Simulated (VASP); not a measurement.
# BN (Qingsongite) (F-43m) in VASP: further runs

The runs below take BN (Qingsongite) through single point, relaxation of cell and atoms, with LDA.

All numbers are computed with VASP 6.6.1; they aren't measurements. Logs are shortened: lines on timing, memory, paths and dates and some standing lists are left out, and cuts for length are marked.

### 1 The cell of the first run

The structure is cubic, space group F-43m (No. 216). The conventional cell has a = 3.581 Å, b = 3.581 Å, c = 3.581 Å, α = 90.00°, β = 90.00°, γ = 90.00°. Within 2.1 Å of B (site symmetry -43m) lie 4 N at 1.55 Å. Within 2.1 Å of N (site symmetry -43m) lie 4 B at 1.55 Å.

### 2 Single point, LDA

INCAR reads:

```
PREC = Accurate ; ENCUT = 600
EDIFF = 1E-6 ; ISMEAR = 0
SIGMA = 0.02 ; LREAL = F
LASPH = T ; NELM = 120
ALGO = Normal ; ISIF = 2
LWAVE = F ; LCHARG = F
NBANDS = 11 ; GGA_COMPAT = F
```

KPOINTS reads:

```
Automatic mesh
0
Gamma
  12 12 12
```

POSCAR reads:

```
BN
1.0
    0.0000000000      1.7902832411      1.7902832411
    1.7902832411      0.0000000000      1.7902832411
    1.7902832411      1.7902832411      0.0000000000
B N
1 1
Direct
    0.0000000000      0.0000000000      0.0000000000
    0.2500000000      0.2500000000      0.2500000000
```

Potentials or basis: VASP PAW LDA potentials, release 64 (B, N).

On the command line:

```sh
$ cat potpaw_LDA.64/B/POTCAR potpaw_LDA.64/N/POTCAR > POTCAR
$ mpirun -np 1 vasp_std > vasp.out
```

OUTCAR:

```text
PREC = Accurate
   ENCUT = 600
   EDIFF = 1E-6
   ISMEAR = 0
   LREAL = F
   LASPH = T
   NELM = 120
   ISIF = 2

 ion  position               nearest neighbor table
   1  0.000  0.000  0.000-   2 1.55   2 1.55   2 1.55   2 1.55
   2  0.250  0.250  0.250-   1 1.55   1 1.55   1 1.55   1 1.55

  LATTYP: Found a face centered cubic cell.
 ALAT       =     3.5805664822

  Lattice vectors:

 A1 = (   0.0000000000,   1.7902832411,   1.7902832411)
 A2 = (   1.7902832411,   0.0000000000,   1.7902832411)
 A3 = (   1.7902832411,   1.7902832411,   0.0000000000)

Analysis of symmetry for initial positions (statically):
=====================================================================
 Subroutine PRICEL returns:
 Original cell was already a primitive cell.

 Routine SETGRP: Setting up the symmetry group for a
 face centered cubic supercell.

 Subroutine GETGRP returns: Found 24 space group operations
 (whereof 24 operations were pure point group operations)
 out of a pool of 48 trial point group operations.

The static configuration has the point symmetry T_d .

Analysis of symmetry for dynamics (positions and initial velocities):
=====================================================================
 Subroutine PRICEL returns:
 Original cell was already a primitive cell.

 Routine SETGRP: Setting up the symmetry group for a
 face centered cubic supercell.

 Subroutine GETGRP returns: Found 24 space group operations
 (whereof 24 operations were pure point group operations)
 out of a pool of 48 trial point group operations.

The dynamic configuration has the point symmetry T_d .

 Subroutine INISYM returns: Found 24 space group operations
 (whereof 24 operations are pure point group operations),
 and found     1 'primitive' translations

----------------------------------------------------------------------------------------

                                     Primitive cell

  volume of cell :      11.4761

  direct lattice vectors                    reciprocal lattice vectors
     0.000000000  1.790283241  1.790283241    -0.279285416  0.279285416  0.279285416
     1.790283241  0.000000000  1.790283241     0.279285416 -0.279285416  0.279285416
     1.790283241  1.790283241  0.000000000     0.279285416  0.279285416 -0.279285416

  length of vectors
     2.531842840  2.531842840  2.531842840     0.483736531  0.483736531  0.483736531

[... 85 lines left out ...]
   NFREE  =      0    steps in history (QN), initial steepest desc. (CG)
   ISIF   =      2    stress and relaxation
   ISYM   =      2    0-nonsym 1-usesym 2-fastsym
   POTIM  = 0.5000    time-step for ionic-motion
   TEBEG  =    0.0;   TEEND  =   0.0 temperature during run
   PSTRESS=    0.0 pullay stress
   NELECT =       8.0000    total number of electrons
   NUPDOWN=      -1.0000    fix difference up-down
   EMIN   =  10.00;   EMAX   =-10.00  energy-range for DOS
   EFERMI =   0.00;   METHOD = LEGACY
   ISMEAR =     0;   SIGMA  =   0.02  broadening in eV -4-tet -1-fermi 0-gaus
   EFERMI_NEDOS =   21; number of points for ismear=-14 and -15
   IALGO  =     38    algorithm
   IMIX   =      4    mixing-type and parameters
     AMIX     =   0.40;   BMIX     =  1.00
     AMIX_MAG =   1.60;   BMIX_MAG =  1.00
  volume/ion in A,a.u.               =       5.74        38.72
  Fermi-wavevector in a.u.,A,eV,Ry     =   1.451576  2.743081 28.668463  2.107073
  Thomas-Fermi vector in A             =   2.569057
   LORBIT       =      0    0 simple, 1 ext, 2 COOP (PROOUT), +10 PAW based schemes
   GGA     = CA    functional components
   LHFCALC =     F    Hartree Fock is set to
   AEXX    =    0.0000 exact exchange contribution
   IVDW    =     0    specifies the selected vdW correction
   LEPSILON=     F    determine dielectric tensor
   LRPA    =     F    only Hartree local field effects (RPA)
 non-spin polarized calculation
 Gauss-broadening in eV      SIGMA  =   0.02
  energy-cutoff  :      600.00
  volume of cell :       11.48
 maximum number of plane-waves:       392
   NGX = 11   NGY = 11   NGZ = 11

 number of electron       7.9999999 magnetization

 Free energy of the ion-electron system (eV)
  ---------------------------------------------------
  ext. energy  EPLUGINS =         0.00000000
  ---------------------------------------------------
  free energy    TOTEN  =       -19.41630886 eV

  energy without entropy =      -19.41630886  energy(sigma->0) =      -19.41630886

 E-fermi :   7.8566     XC(G=0): -13.2434

 val. band max:        7.7513717486   @ k =   0.0000   0.0000   0.0000
 cond. band min:      12.1288198275   @ k =   0.5000   0.5000   0.0000
 fundamental gap:      4.3774480789
 Fermi energy:         7.8565588849

 k-point     1 :       0.0000    0.0000    0.0000
  band No.  band energies     occupation
      1     -12.6465      2.00000
      2       7.7514      2.00000
      3       7.7514      2.00000
      4       7.7514      2.00000
      5      16.5705      0.00000
      6      16.5705      0.00000
      7      16.5705      0.00000
      8      18.6616      0.00000
      9      32.7874      0.00000
     10      35.8945      0.00000
     11      35.8945      0.00000
[... 309 lines left out ...]
 k-point    24 :      -0.4167    0.1667    0.0000
  band No.  band energies     occupation
      1      -7.8517      2.00000
      2      -2.5134      2.00000
      3       3.5395      2.00000
      4       5.0969      2.00000
      5      17.0806      0.00000
      6      20.0640      0.00000
      7      20.2946      0.00000
      8      23.6456      0.00000
      9      28.8486      0.00000
     10      33.2877      0.00000
     11      34.7246      0.00000

 [... further k-points ...]

------------------------ aborting loop because EDIFF is reached ----------------------------------------

  FORCE on cell =-STRESS in cart. coord.  units (eV):
  Direction    XX          YY          ZZ          XY          YZ          ZX
  --------------------------------------------------------------------------------------
  -------------------------------------------------------------------------------------
  Total        0.0541099      0.0541099      0.0541099     -0.0000000     -0.0000000      0.0000000
  in kB        7.5542675      7.5542675      7.5542675     -0.0000000     -0.0000000      0.0000000
  external PRESSURE =       7.5542675 kB  Pullay stress =       0.0000000 kB

 VOLUME and BASIS-vectors are now :
 -----------------------------------------------------------------------------
  energy-cutoff  :      600.00
  volume of cell :       11.48
      direct lattice vectors                 reciprocal lattice vectors
     0.000000000  1.790283241  1.790283241    -0.279285416  0.279285416  0.279285416
     1.790283241  0.000000000  1.790283241     0.279285416 -0.279285416  0.279285416
     1.790283241  1.790283241  0.000000000     0.279285416  0.279285416 -0.279285416

 POSITION                                       TOTAL-FORCE (eV/Angst)
 -----------------------------------------------------------------------------------
      0.00000      0.00000      0.00000         0.000000      0.000000      0.000000
      0.89514      0.89514      0.89514        -0.000000     -0.000000     -0.000000
 -----------------------------------------------------------------------------------
    total drift:                               -0.000000     -0.000000     -0.000000

  FREE ENERGIE OF THE ION-ELECTRON SYSTEM (eV)
  ---------------------------------------------------
  free  energy   TOTEN  =       -19.4163088573 eV

  energy  without entropy=      -19.4163088573  energy(sigma->0) =      -19.41630886
```

OSZICAR:

```text
N       E                     dE             d eps       ncg     rms          rms(c)
DAV:   1     0.120894514589E+02    0.12089E+02   -0.54263E+03  1616   0.810E+02
DAV:   2    -0.200619759795E+02   -0.32151E+02   -0.31170E+02  1909   0.166E+02
DAV:   3    -0.205997661021E+02   -0.53779E+00   -0.53675E+00  1860   0.179E+01
DAV:   4    -0.206003395036E+02   -0.57340E-03   -0.57339E-03  1734   0.736E-01
DAV:   5    -0.206003400234E+02   -0.51973E-06   -0.51972E-06  1809   0.211E-02    0.665E+00
DAV:   6    -0.195677808691E+02    0.10326E+01   -0.32213E+00  1587   0.103E+01    0.315E+00
DAV:   7    -0.194488880214E+02    0.11889E+00   -0.96048E-02  1818   0.255E+00    0.179E+00
DAV:   8    -0.194164738359E+02    0.32414E-01   -0.45865E-02  1761   0.146E+00    0.188E-01
DAV:   9    -0.194163246353E+02    0.14920E-03   -0.90767E-04  1737   0.267E-01    0.833E-02
DAV:  10    -0.194163083878E+02    0.16247E-04   -0.45114E-05  1767   0.622E-02    0.145E-02
DAV:  11    -0.194163088573E+02   -0.46948E-06   -0.11607E-06  1136   0.784E-03
   1 F= -.19416309E+02 E0= -.19416309E+02  d E =-.190113E-16
```

stdout:

```text
POSCAR found type information on POSCAR B N
 POSCAR found :  2 types and       2 ions
 scaLAPACK will be used
 LDA part: xc-table for (Slater(with rela. corr.)+CA(PZ))
 , standard interpolation
 POSCAR, INCAR and KPOINTS ok, starting setup
 FFT: planning ... GRIDC
 FFT: planning ... GRID_SOFT
 FFT: planning ... GRID
 WAVECAR not read
 entering main loop
```

Wall time 13 s (1 thread of Intel Xeon 8259CL, shared host); peak memory 0.12 GiB.

What came out:

```
Free energy            : -19.4163 eV
Pressure               : 0.8 GPa
Band gap on the k mesh : 4.38 eV, indirect (least direct gap 8.82 eV)
```

A k mesh can miss the band edges. LDA gaps usually lie below the measured ones, often by a third to a half.

### 3 Relaxation of cell and atoms, LDA

This run uses another cell than the first one, of 5.95 Å³/atom, 1.037 times its volume.

INCAR reads:

```
  PREC = Accurate
  ENCUT = 600
  EDIFF = 1E-7
  ISMEAR = 0
  SIGMA = 0.02
  LREAL = False
  LASPH = True
  NELM = 120
  ALGO = Normal
  ISIF = 3
  LWAVE = False
  LCHARG = False
  IBRION = 2
  NSW = 70
  EDIFFG = -0.005
  GGA_COMPAT = False
  NELMIN = 4
```

KPOINTS reads:

```
regular mesh
0
Gamma
  12 12 12
```

POSCAR reads:

```
BN
1.0
    0.0000000000      1.8123266330      1.8123266330
    1.8123266330      0.0000000000      1.8123266330
    1.8123266330      1.8123266330      0.0000000000
B N
1 1
Direct
    0.0000000000      0.0000000000      0.0000000000
    0.2500000000      0.2500000000      0.2500000000
```

Potentials or basis: VASP PAW LDA potentials, release 64 (B, N).

On the command line:

```sh
$ cat potpaw_LDA.64/B/POTCAR potpaw_LDA.64/N/POTCAR > POTCAR
$ mpirun -np 1 vasp_std > vasp.out
```

It took 24 s on 1 thread of Intel Xeon 8259CL, shared host; peak memory 0.12 GiB.

Results (log left out):

| Property | Result |
| --- | --- |
| Free energy | -19.4176 eV |
| Relaxed volume | 5.75 Å³/atom |
| Relaxed cell | a = 2.533 Å, b = 2.533 Å, c = 2.533 Å, α = 60.00°, β = 60.00°, γ = 60.00° |
| Space group after relaxing (to 0.05 Å) | F-43m (No. 216) |
| Energy gained by relaxing | 8.7 meV/atom |
| Ionic steps | 3 |
| Pressure after relaxing | -0.1 GPa |
| Band gap on the k mesh | 4.38 eV, indirect (least direct gap 8.81 eV) |

The path:
```csv
step,energy change (eV),largest force (eV/Å),pressure (GPa),volume (Å³)
1,0.0000,0.0000,-13.21,11.91
2,0.0026,0.0000,15.83,11.08
3,-0.0174,0.0000,-0.10,11.50
```

Final structure:
```cif
data_structure
_symmetry_space_group_name_H-M 'P 1'
_symmetry_Int_Tables_number 1
_cell_length_a 2.5335
_cell_length_b 2.5335
_cell_length_c 2.5335
_cell_angle_alpha 60.000
_cell_angle_beta 60.000
_cell_angle_gamma 60.000
_cell_volume 11.50
loop_
_atom_site_label
_atom_site_type_symbol
_atom_site_fract_x
_atom_site_fract_y
_atom_site_fract_z
_atom_site_occupancy
B1 B 0.00000 0.00000 0.00000 1
N1 N 0.25000 0.25000 0.25000 1
```

Levels at points of the mesh, in eV from the valence-band top:
```
           k point  band 1  band 2  band 3  band 4  band 5  band 6  band 7  band 8
(0.00, 0.00, 0.00)  -20.38    0.00    0.00    0.00    8.81    8.81    8.81   10.88
(0.50, 0.00, 0.00)  -15.96  -10.96   -2.00   -2.00   10.56   10.71   10.71   15.29
(0.50, 0.50, 0.00)  -14.55   -9.06   -5.06   -5.06    4.38    9.30   18.11   18.11
```

A k mesh can miss the band edges. Zero-point motion and thermal expansion aren't in these numbers.
